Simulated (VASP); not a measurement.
A run of VASP 6.6.1:

Contents of INCAR:

```
SYSTEM = Ti6O
  PREC = Accurate
  ENCUT = 520
  EDIFF = 1E-7
  ISMEAR = 0
  SIGMA = 0.15
  LREAL = .False.
  LASPH = .True.
  NELM = 60
  ALGO = Normal
  ISIF = 2
  LWAVE = .False.
  LCHARG = .False.
  GGA = PS
  NBANDS = 48
```

File KPOINTS:

```
regular mesh
0
Gamma
  12 12 8
  0 0 0
```

Contents of POSCAR:

```
Ti6O
1.0
    5.0524252047      0.0000000000      0.0000000000
   -2.5262126024      4.3755285780      0.0000000000
    0.0000000000      0.0000000000      4.6904539502
Ti O
6 1
Direct
    0.3313261844      0.0000000000      0.2594789575
    0.0000000000      0.3313261844      0.2594789575
    0.6686738156      0.6686738156      0.2594789575
    1.0000000000      0.6686738156      0.7405210425
    0.6686738156      0.0000000000      0.7405210425
    0.3313261844      0.3313261844      0.7405210425
    0.0000000000      0.0000000000      0.0000000000
```

Potentials or basis: VASP PAW PBE potentials, release 64 (Ti_sv, O).

Launch:

```console
$ cat potpaw_PBE.64/Ti_sv/POTCAR potpaw_PBE.64/O/POTCAR > POTCAR
$ mpirun -np 1 vasp_std > vasp.out
```

Hardware: 1 thread of AMD EPYC 9R45 96-Core Processor (Zen 5), on a shared host.

**Question.** Estimate the wall time of this run.

**Answer.** Run time: 8.1 min on 1 thread of AMD EPYC 9R45 96-Core Processor (Zen 5), on a shared host, peak memory 0.53 GiB. Counts: scf iterations 17, k points 131.
